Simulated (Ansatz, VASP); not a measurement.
Two plane-wave programs on Y2MgC2

```xyz
5
Lattice="1.8420 1.0635 8.3860 -1.8420 1.0635 8.3860 0.0000 -2.1270 8.3860" Properties=species:S:1:pos:R:3 pbc="T T T"
Y     0.0000    0.0000    6.5186
Y     0.0000    0.0000   18.6393
Mg    0.0000    0.0000   12.5790
C     0.0000    0.0000   22.3445
C     0.0000    0.0000    2.8135
```

Alike in both runs: functional PBE; k mesh 6 × 6 × 6; occupations gaussian, width 0.1 eV; no spin polarisation.

Ansatz relaxed the structure, and its values are those at the end. VASP's run is a single point on that final structure, the one shown.

```csv
,VASP,Ansatz
version,VASP 6.6.1,Ansatz 0.2.0
potentials or method,"VASP PAW PBE potentials, release 64 (Y_sv, Mg, C), cutoff 520 eV","scalar-relativistic, plane waves, PAW"
valence electrons in the cell,32,40
```

|  | VASP | Ansatz | Ansatz less VASP |
| --- | --- | --- | --- |
| gap on the k mesh at the Fermi level (eV) | none | none | - |
| pressure (GPa) | -0.1 | 0.0 | +0.16 |
| rms of the force components (eV/Å) | 0.004 | 0.001 | -0.0033 |

A gap of «none» marks a metal or a gap that the smearing closes. VASP's potentials hold 32 valence electrons a cell and Ansatz's 40, so a difference there can come from the potentials and not from the codes.
